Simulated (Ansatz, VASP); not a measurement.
**BaTiO3 in VASP and in Ansatz**

```xyz
5
Lattice="2.8274 1.6324 2.3184 -2.8274 1.6324 2.3184 0.0000 -3.2648 2.3184" Properties=species:S:1:pos:R:3 pbc="T T T"
Ba    0.0000    0.0000    0.0000
Ti    0.0000    0.0000    3.3698
O     1.3885   -0.8017    2.3988
O    -1.3885   -0.8017    2.3988
O     0.0000    1.6033    2.3988
```

Alike in both runs: task relaxation of cell and atoms; functional PBEsol; k mesh 7 × 7 × 7; occupations fermi-dirac, width 0.05 eV; no spin polarisation; Hubbard terms Ti d U = 2.0 eV.

|  | VASP | Ansatz |
| --- | --- | --- |
| version | VASP 6.6.1 | Ansatz 0.2.0 |
| potentials or method | VASP PAW PBE potentials, release 64 (Ba_sv, Ti_sv, O) | Ansatz PAW |
| plane-wave cutoff (eV) | 600 | 420 |
| valence electrons in the cell | 40 | 40 |

Ansatz gave:

```
gap on the k mesh at the Fermi level, each at its own relaxed structure (eV) : 2.37
relaxed volume (Å³/atom)                                                     : 12.67
relaxed length of the cell vector where the two differ most in proportion (Å)              : 3.986
```

Problem. What did VASP give for the same quantities?

Solution. gap on the k mesh at the Fermi level, each at its own relaxed structure (eV): 2.05; relaxed volume (Å³/atom): 12.77; relaxed length of the cell vector where the two differ most in proportion (Å): 3.997.

VASP's potentials were made for PBE, not for PBEsol. The programs project onto different local orbitals, so the same U acts differently, and such runs can settle in different states.

Spin-orbit coupling is off throughout. Noted on Ansatz's run: odd divisions of the mesh miss points on the zone boundary, where band edges often lie, so the gap on the mesh can be too wide; the plane-wave basis is chosen anew once the cell has moved, so the energies of steps on either side of that aren't comparable.
